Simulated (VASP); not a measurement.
# InSi8C6 (a cell with a defect) in VASP: notebook, part 2 of 2

VASP 6.6.1. Earlier steps stand in the parts before.

## Step 4: Single point, RPBE, collinear spin

Contents of INCAR:

```
SYSTEM = InSi8C6
  PREC = Accurate
  ENCUT = 520
  EDIFF = 1E-6
  ISMEAR = -1
  SIGMA = 0.05
  LREAL = Auto
  LASPH = .True.
  NELM = 150
  ALGO = Normal
  ISIF = 2
  LWAVE = .False.
  LCHARG = .False.
  ISPIN = 2
  MAGMOM = 0.143 0.143 0.143 0.143 0 0.143 0 0.143 0 0 0 0 0 0 0.143
  LORBIT = 11
  GGA = RP
  NBANDS = 52
  NELECT = 67.0
  ISYM = 0
```

Contents of KPOINTS:

```
Automatic mesh
0
Gamma
  1 1 1
  0.25 0.25 0.25
```

Contents of POSCAR:

```
InSi8C6
1.0
    0.0000000000      4.3568530000      4.3568530000
    4.3568530000      0.0000000000      4.3568530000
    4.3568530000      4.3568530000      0.0000000000
Si C In
8 6 1
Direct
    0.0214810000      0.0075770000      0.9872770000
    0.5182200000      0.4878530000      0.4706110000
    0.0334660000      0.9801450000      0.4673890000
    0.4911150000      0.5490740000      0.9632920000
    0.9976400000      0.5150010000      0.9727490000
    0.4647310000      0.9836220000      0.5452960000
    0.5196840000      0.9783200000      0.0112270000
    0.9706420000      0.4905210000      0.4976490000
    0.1341220000      0.1263200000      0.1288590000
    0.6240100000      0.6185770000      0.1437200000
    0.1110980000      0.6734190000      0.0951060000
    0.6560340000      0.1142630000      0.6100890000
    0.6235410000      0.1163840000      0.1237980000
    0.1339440000      0.6525070000      0.6160740000
    0.6446550000      0.6523790000      0.6047110000
```

Potentials or basis: VASP PAW PBE potentials, release 64 (Si, C, In_d).

On the command line:

```bash
> cat potpaw_PBE.64/Si/POTCAR potpaw_PBE.64/C/POTCAR potpaw_PBE.64/In_d/POTCAR > POTCAR
> mpirun -np 1 vasp_std > vasp.out
```

OUTCAR:

```text
SYSTEM = InSi8C6
   PREC = Accurate
   ENCUT = 520
   EDIFF = 1E-6
   ISMEAR = -1
   LREAL = Auto
   LASPH = .True.
   NELM = 150
   ISIF = 2
   ISPIN = 2
   LORBIT = 11
   GGA = RP
   NELECT = 67.0
   ISYM = 0

 ion  position               nearest neighbor table
   1  0.021  0.008  0.987-  11 1.69   9 1.88  13 2.01   6 2.73   4 2.86   3 2.91   5 3.01   8 3.01
                             7 3.06   7 3.11  15 3.55  15 3.58
   2  0.518  0.488  0.471-  10 1.65  12 1.89  14 1.96  15 2.14   8 2.88   7 2.93   3 3.01   5 3.01
                             4 3.04   6 3.07   6 3.15
   3  0.033  0.980  0.467-  14 1.66   9 1.71  12 1.90   7 2.91   1 2.91   6 2.94   5 3.00   2 3.01
                             8 3.06   8 3.13  15 3.41  15 3.58
   4  0.491  0.549  0.963-  15 1.81  11 1.91  10 1.96  13 2.18   6 2.63   1 2.86   7 2.90   8 2.93
                             2 3.04   5 3.05   5 3.12
   5  0.998  0.515  0.973-  14 1.80  10 1.90   9 1.96  11 1.99   7 2.91   3 3.00   1 3.01   2 3.01
                             4 3.05   8 3.08   8 3.09   4 3.12  15 3.43
   6  0.465  0.984  0.545-  15 1.71  12 1.98  13 2.12   4 2.63   1 2.73   3 2.94   7 3.04   2 3.07
                             8 3.09   8 3.09   2 3.15
   7  0.520  0.978  0.011-  13 1.79  10 1.81   9 1.94  12 2.02   4 2.90   5 2.91   3 2.91   2 2.93
                             6 3.04   1 3.06   1 3.11  15 3.45  15 3.53
   8  0.971  0.491  0.498-  15 1.67  11 2.05  14 2.24   2 2.88   4 2.93   1 3.01   3 3.06   5 3.08
                             6 3.09   5 3.09   6 3.09   3 3.13
   9  0.134  0.126  0.129-   3 1.71   1 1.88   7 1.94   5 1.96
  10  0.624  0.619  0.144-   2 1.65   7 1.81   5 1.90   4 1.96  15 3.02
  11  0.111  0.673  0.095-   1 1.69   4 1.91   5 1.99   8 2.05  15 3.01
  12  0.656  0.114  0.610-   2 1.89   3 1.90   6 1.98   7 2.02  15 2.90
  13  0.624  0.116  0.124-   7 1.79   1 2.01   6 2.12   4 2.18  15 2.92
  14  0.134  0.653  0.616-   3 1.66   5 1.80   2 1.96   8 2.24
  15  0.645  0.652  0.605-   8 1.67   6 1.71   4 1.81   2 2.14  12 2.90  13 2.92  11 3.01  10 3.02
                             3 3.41   5 3.43   7 3.45   7 3.53   1 3.55   1 3.58   3 3.58

 -----------------------------------------------------------------------------
|                                                                             |
|           W    W    AA    RRRRR   N    N  II  N    N   GGGG   !!!           |
|           W    W   A  A   R    R  NN   N  II  NN   N  G    G  !!!           |
|           W    W  A    A  R    R  N N  N  II  N N  N  G       !!!           |
|           W WW W  AAAAAA  RRRRR   N  N N  II  N  N N  G  GGG   !            |
|           WW  WW  A    A  R   R   N   NN  II  N   NN  G    G                |
|           W    W  A    A  R    R  N    N  II  N    N   GGGG   !!!           |
|                                                                             |
|     The distance between some ions is very small. Please check the          |
|     nearest-neighbor list in the OUTCAR file.                               |
|     I HOPE YOU KNOW WHAT YOU ARE DOING!                                     |
|                                                                             |
 -----------------------------------------------------------------------------

IMPORTANT INFORMATION: All symmetrisations will be switched off!
NOSYMM: (Re-)initialisation of all symmetry stuff for point group C_1.

----------------------------------------------------------------------------------------

                                     Primitive cell

  volume of cell :     165.4050

  direct lattice vectors                    reciprocal lattice vectors
     0.000000000  4.356853000  4.356853000    -0.114761733  0.114761733  0.114761733
     4.356853000  0.000000000  4.356853000     0.114761733 -0.114761733  0.114761733
     4.356853000  4.356853000  0.000000000     0.114761733  0.114761733 -0.114761733

  length of vectors
     6.161520602  6.161520602  6.161520602     0.198773152  0.198773152  0.198773152

  position of ions in fractional coordinates (direct lattice)
     0.021481000  0.007577000  0.987277000
     0.518220000  0.487853000  0.470611000
[... 137 lines left out ...]
 spin component 1

 k-point     1 :       0.2500    0.2500    0.2500
  band No.  band energies     occupation
      1     -11.1103      1.00000
      2     -10.6413      1.00000
      3      -9.9251      1.00000
      4      -9.4764      1.00000
      5      -9.1163      1.00000
      6      -5.8407      1.00000
[... 181 lines left out ...]
     44      14.8204      0.00000
     45      15.0971      0.00000
 Fermi energy:        10.3100618928

 spin component 2

 k-point     1 :       0.2500    0.2500    0.2500
  band No.  band energies     occupation
      1     -11.0714      1.00000
      2     -10.5500      1.00000
      3      -9.8795      1.00000
      4      -9.4145      1.00000
      5      -9.0403      1.00000
      6      -5.7667      1.00000
[... 181 lines left out ...]
     44      14.8842      0.00000
     45      15.1520      0.00000
 [bands above 45 left out]

------------------------ aborting loop because EDIFF is reached ----------------------------------------

  FORCE on cell =-STRESS in cart. coord.  units (eV):
  Direction    XX          YY          ZZ          XY          YZ          ZX
  --------------------------------------------------------------------------------------
  -------------------------------------------------------------------------------------
  Total       70.4401615     45.5046163     29.0476535    -26.7589215    -12.3501885    -12.1771558
  in kB      682.3107420    440.7753735    281.3668450   -259.1972983   -119.6287184   -117.9526571
  external PRESSURE =     468.1509868 kB  Pullay stress =       0.0000000 kB

 VOLUME and BASIS-vectors are now :
 -----------------------------------------------------------------------------
  energy-cutoff  :      520.00
  volume of cell :      165.41
      direct lattice vectors                 reciprocal lattice vectors
     0.000000000  4.356853000  4.356853000    -0.114761733  0.114761733  0.114761733
     4.356853000  0.000000000  4.356853000     0.114761733 -0.114761733  0.114761733
     4.356853000  4.356853000  0.000000000     0.114761733  0.114761733 -0.114761733

 POSITION                                       TOTAL-FORCE (eV/Angst)
 -----------------------------------------------------------------------------------
      4.33443      4.39501      0.12660         4.119141     -1.656378     -0.695412
      4.17589      4.30819      4.38331        -2.106899     -1.313060     -7.986499
      6.30669      2.18215      4.41615         3.468915     -3.233617     -0.996145
      6.58916      6.33664      4.53195        14.812848     13.923848    -16.729152
      6.48191      8.58470      6.59035         1.469425      2.754408     -0.240895
      6.66127      4.40054      6.31026        21.207145    -19.782588     16.639262
      4.31131      2.31310      6.52658         0.319965     -2.716478      1.194489
      4.30531      6.39713      6.36607       -25.619822     20.439103     19.252424
      1.11178      1.14577      1.13471        -1.977463     -2.221575      3.470736
      3.32122      3.34489      5.41377        -4.273754     -3.753081      2.546859
      3.34835      0.89840      3.41803        -3.610427      2.601665     -3.016173
      3.15590      5.51631      3.35607         1.436180      0.367701     -1.356950
      1.04644      3.25605      3.22374         1.528984      0.218655      2.105872
      5.52702      3.26772      3.42645        -4.076223      2.694275     -2.322753
      5.47696      5.44330      5.65099        -6.698017     -8.322878    -11.865663
 -----------------------------------------------------------------------------------
    total drift:                                0.012351     -0.001360      0.002733

  FREE ENERGIE OF THE ION-ELECTRON SYSTEM (eV)
  ---------------------------------------------------
  free  energy   TOTEN  =       -76.9590969201 eV

  energy  without entropy=      -76.9303502236  energy(sigma->0) =      -76.94472357

 total charge

# of ion       s       p       d       tot
------------------------------------------
    1        0.717   0.920   0.000   1.636
    2        0.727   1.056   0.000   1.783
    3        0.728   1.014   0.000   1.742
    4        0.769   1.058   0.000   1.827
    5        0.669   0.916   0.000   1.585
    6        0.834   1.038   0.000   1.872
    7        0.679   0.967   0.000   1.646
    8        0.869   1.020   0.000   1.889
    9        0.822   1.743   0.000   2.565
   10        0.835   1.833   0.000   2.668
   11        0.838   1.695   0.000   2.533
   12        0.820   1.624   0.000   2.444
   13        0.836   1.544   0.000   2.380
   14        0.848   1.726   0.000   2.574
   15        1.341   2.446  10.048  13.835
--------------------------------------------------
tot         12.331  20.599  10.048  42.979

 magnetization (x)

# of ion       s       p       d       tot
------------------------------------------
    1        0.002   0.015   0.000   0.016
    2        0.001   0.021   0.000   0.022
    3        0.001   0.015   0.000   0.015
    4        0.003   0.023   0.000   0.026
    5       -0.001  -0.001   0.000  -0.002
    6        0.002   0.022   0.000   0.024
    7       -0.001  -0.001   0.000  -0.001
    8        0.007   0.055   0.000   0.061
    9        0.000   0.002   0.000   0.003
   10        0.001   0.020   0.000   0.022
   11        0.002   0.023   0.000   0.025
   12        0.003   0.035   0.000   0.039
   13        0.002   0.052   0.000   0.054
   14        0.003   0.046   0.000   0.049
   15        0.016   0.229   0.010   0.255
--------------------------------------------------
tot          0.041   0.557   0.010   0.608
```

Run time: 2.9 min. Hardware: 1 thread of Intel Xeon Platinum 8259CL at 2.50GHz (Skylake/Cascade Lake), shared host; peak memory 0.41 GiB.

Results:

```yaml
Free_energy: -76.9591 eV
Largest_force: 38.010 eV/Å
Net_moment: 0.82 μB per cell
Site_moments: Si +0.02, +0.01, +0.03, -0.00, +0.06 (each value once); C +0.00, +0.02, +0.03, +0.04, +0.05 (each value once); In +0.26 μB
Valence_electrons_inside_the_program's_atomic_spheres: Si 1.64, 1.78, 1.74, 1.83, 1.58, 1.87, 1.65, 1.89; C 2.56, 2.67, 2.53, 2.44, 2.38, 2.57; In 13.84
```

Forces on the atoms (eV/Å):
```
Si    4.119  -1.656  -0.695
Si   -2.107  -1.313  -7.986
Si    3.469  -3.234  -0.996
Si   14.813  13.924 -16.729
Si    1.469   2.754  -0.241
Si   21.207 -19.783  16.639
Si    0.320  -2.716   1.194
Si  -25.620  20.439  19.252
C    -1.977  -2.222   3.471
C    -4.274  -3.753   2.547
C    -3.610   2.602  -3.016
C     1.436   0.368  -1.357
C     1.529   0.219   2.106
C    -4.076   2.694  -2.323
In   -6.698  -8.323 -11.866
```

Levels at points of the mesh, in eV from the Fermi level:
Spin up:
```csv
k point,band 32,band 33,band 34,band 35,band 36,band 37
"(0.25, 0.25, 0.25)",-1.45,-1.27,-0.10,0.32,0.67,1.46
```
Spin down:
| k point | band 30 | band 31 | band 32 | band 33 | band 34 | band 35 | band 36 | band 37 |
| --- | --- | --- | --- | --- | --- | --- | --- | --- |
| (0.25, 0.25, 0.25) | -1.89 | -1.58 | -1.36 | -1.14 | 0.17 | 0.38 | 0.73 | 1.53 |

Caveat: the k points lie up to 0.62 Å⁻¹ apart; the cell carries a net charge on a neutralising background, which shifts energy and pressure; the cell is charged against a uniform background, so pressure and absolute levels hang on convention; atoms lie so close that the PAW spheres overlap strongly, which falsifies energies and pressures; a moment this small can come from the mesh or the smearing; the PAW data sets were made with another functional, which shifts forces and pressure a little; spin-orbit coupling is left out, which moves the levels of the heavy elements.

## Step 5: Single point, PBEsol, collinear spin

Contents of INCAR:

```
SYSTEM = InSi8C6
ALGO = Normal
EDIFF = 1E-6
ENCUT = 520
GGA = PS
ISIF = 2
ISMEAR = -1
ISPIN = 2
ISYM = 0
LASPH = .True.
LCHARG = .False.
LORBIT = 11
LREAL = Auto
LWAVE = .False.
MAGMOM = 0.16 0.16 0.16 0.16 0 0.16 0 0.16 0 0 0 0 0 0 0.16
NBANDS = 52
NELECT = 67.0
NELM = 150
PREC = Accurate
SIGMA = 0.05
```

KPOINTS is that of step 4.

POSCAR is that of step 4.

Potentials or basis: VASP PAW PBE potentials, release 64 (Si, C, In_d).

On the command line:

```bash
> cat potpaw_PBE.64/Si/POTCAR potpaw_PBE.64/C/POTCAR potpaw_PBE.64/In_d/POTCAR > POTCAR
> mpirun -np 1 vasp_std > vasp.out
```

OUTCAR:

```text
SYSTEM = InSi8C6
   EDIFF = 1E-6
   ENCUT = 520
   GGA = PS
   ISIF = 2
   ISMEAR = -1
   ISPIN = 2
   ISYM = 0
   LASPH = .True.
   LORBIT = 11
   LREAL = Auto
   NELECT = 67.0
   NELM = 150
   PREC = Accurate

 ion  position               nearest neighbor table
   1  0.021  0.008  0.987-  11 1.69   9 1.88  13 2.01   6 2.73   4 2.86   3 2.91   5 3.01   8 3.01
                             7 3.06   7 3.11  15 3.55  15 3.58
   2  0.518  0.488  0.471-  10 1.65  12 1.89  14 1.96  15 2.14   8 2.88   7 2.93   3 3.01   5 3.01
                             4 3.04   6 3.07   6 3.15
   3  0.033  0.980  0.467-  14 1.66   9 1.71  12 1.90   7 2.91   1 2.91   6 2.94   5 3.00   2 3.01
                             8 3.06   8 3.13  15 3.41  15 3.58
   4  0.491  0.549  0.963-  15 1.81  11 1.91  10 1.96  13 2.18   6 2.63   1 2.86   7 2.90   8 2.93
                             2 3.04   5 3.05   5 3.12
   5  0.998  0.515  0.973-  14 1.80  10 1.90   9 1.96  11 1.99   7 2.91   3 3.00   1 3.01   2 3.01
                             4 3.05   8 3.08   8 3.09   4 3.12  15 3.43
[... 622 lines left out ...]
 total charge

# of ion       s       p       d       tot
------------------------------------------
    1        0.716   0.921   0.000   1.638
    2        0.725   1.057   0.000   1.782
    3        0.727   1.016   0.000   1.744
    4        0.766   1.057   0.000   1.823
    5        0.670   0.919   0.000   1.589
    6        0.831   1.035   0.000   1.866
    7        0.679   0.970   0.000   1.649
    8        0.866   1.015   0.000   1.880
    9        0.810   1.735   0.000   2.545
   10        0.822   1.825   0.000   2.647
   11        0.825   1.688   0.000   2.513
   12        0.807   1.617   0.000   2.424
   13        0.823   1.536   0.000   2.360
   14        0.835   1.718   0.000   2.553
   15        1.317   2.427  10.051  13.795
--------------------------------------------------
tot         12.220  20.538  10.051  42.809

 magnetization (x)

# of ion       s       p       d       tot
------------------------------------------
    1        0.001   0.011   0.000   0.012
    2        0.001   0.015   0.000   0.015
    3        0.000   0.011   0.000   0.011
    4        0.002   0.018   0.000   0.020
    5       -0.001  -0.001   0.000  -0.001
    6        0.001   0.017   0.000   0.018
    7       -0.001  -0.000   0.000  -0.001
    8        0.004   0.039   0.000   0.043
    9        0.000   0.002   0.000   0.002
   10        0.001   0.015   0.000   0.016
   11        0.001   0.017   0.000   0.018
   12        0.002   0.025   0.000   0.028
   13        0.002   0.039   0.000   0.041
   14        0.002   0.033   0.000   0.035
   15        0.010   0.160   0.008   0.177
--------------------------------------------------
tot          0.027   0.399   0.008   0.434
```

OSZICAR:

```text
N       E                     dE             d eps       ncg     rms          rms(c)
DAV:   1     0.441852028356E+03    0.44185E+03   -0.27947E+04   832   0.128E+03
DAV:   2    -0.269762183222E+02   -0.46883E+03   -0.42477E+03   848   0.308E+02
DAV:   3    -0.999377686209E+02   -0.72962E+02   -0.68809E+02  1004   0.115E+02
DAV:   4    -0.104431358717E+03   -0.44936E+01   -0.44348E+01  1080   0.291E+01
DAV:   5    -0.104582225379E+03   -0.15087E+00   -0.15058E+00  1208   0.576E+00    0.277E+01
DAV:   6    -0.905276857891E+02    0.14055E+02   -0.35198E+01  1192   0.348E+01    0.137E+01
DAV:   7    -0.901017478519E+02    0.42594E+00   -0.71058E+00  1008   0.941E+00    0.559E+00
DAV:   8    -0.899431279503E+02    0.15862E+00   -0.53917E-01  1208   0.328E+00    0.339E+00
DAV:   9    -0.898997496964E+02    0.43378E-01   -0.83211E-02  1296   0.148E+00    0.151E+00
DAV:  10    -0.898957967956E+02    0.39529E-02   -0.14400E-02  1080   0.474E-01    0.722E-01
DAV:  11    -0.898953945231E+02    0.40227E-03   -0.38436E-03  1280   0.285E-01    0.230E-01
DAV:  12    -0.898953822453E+02    0.12278E-04   -0.70686E-04  1016   0.108E-01    0.111E-01
DAV:  13    -0.898954031881E+02   -0.20943E-04   -0.14540E-04  1136   0.540E-02    0.521E-02
DAV:  14    -0.898954089057E+02   -0.57176E-05   -0.35215E-05  1088   0.246E-02    0.282E-02
DAV:  15    -0.898954102708E+02   -0.13650E-05   -0.10321E-05  1096   0.136E-02    0.110E-02
DAV:  16    -0.898954110127E+02   -0.74199E-06   -0.26228E-06   736   0.780E-03
   1 F= -.89895411E+02 E0= -.89872248E+02  d E =-.463269E-01  mag=     0.5976
```

stdout:

```text
POSCAR found type information on POSCAR SiC In
 POSCAR found :  3 types and      15 ions
 scaLAPACK will be used
 -----------------------------------------------------------------------------
|                                                                             |
|                                                                             |
[... 18 lines left out ...]
|                                                                             |
 -----------------------------------------------------------------------------

 POSCAR, INCAR and KPOINTS ok, starting setup
 FFT: planning ... GRIDC
 FFT: planning ... GRID_SOFT
 FFT: planning ... GRID
 WAVECAR not read
 entering main loop
 the old and the new charge density differ
 old charge density:    69.00000 new   67.00000
    0.277E+01
```

Run time: 3 min. Hardware: 1 thread of Intel Xeon Platinum 8259CL at 2.50GHz (Skylake/Cascade Lake), shared host; peak memory 0.41 GiB.

Results:

```
Free energy                                           : -89.8954 eV
Largest force                                         : 37.488 eV/Å
Net moment                                            : 0.60 μB per cell
Site moments                                          : Si +0.01, +0.02, -0.00, +0.04 (each value once); C +0.00, +0.02, +0.03, +0.04 (each value once); In +0.18 μB
Valence electrons inside the program's atomic spheres : Si 1.64, 1.78, 1.74, 1.82, 1.59, 1.87, 1.65, 1.88; C 2.54, 2.65, 2.51, 2.42, 2.36, 2.55; In 13.79
```

Forces on the atoms (eV/Å):
```
Si    4.157  -1.595  -0.771
Si   -1.978  -1.229  -7.830
Si    3.362  -3.219  -1.053
Si   14.544  13.660 -16.441
Si    1.458   2.714  -0.227
Si   20.790 -19.435  16.485
Si    0.323  -2.673   1.172
Si  -25.240  20.102  19.085
C    -1.984  -2.190   3.422
C    -4.203  -3.698   2.512
C    -3.537   2.557  -2.961
C     1.379   0.372  -1.345
C     1.485   0.276   2.056
C    -4.022   2.635  -2.259
In   -6.533  -8.277 -11.842
```

Levels at points of the mesh, in eV from the Fermi level:
Spin up:
```
           k point  band 30  band 31  band 32  band 33  band 34  band 35  band 36  band 37  band 38  band 39
(0.25, 0.25, 0.25)    -1.92    -1.62    -1.40    -1.23    -0.06     0.32     0.67     1.41     2.13     2.51
```
Spin down:
```tsv
k point	band 30	band 31	band 32	band 33	band 34	band 35	band 36	band 37
(0.25, 0.25, 0.25)	-1.87	-1.56	-1.34	-1.15	0.11	0.36	0.72	1.46
```

Caveat: the k points lie up to 0.62 Å⁻¹ apart; the cell carries a net charge on a neutralising background, which shifts energy and pressure; the cell is charged against a uniform background, so pressure and absolute levels hang on convention; atoms lie so close that the PAW spheres overlap strongly, which falsifies energies and pressures; the PAW data sets were made with another functional, which shifts forces and pressure a little; spin-orbit coupling is left out, which moves the levels of the heavy elements.
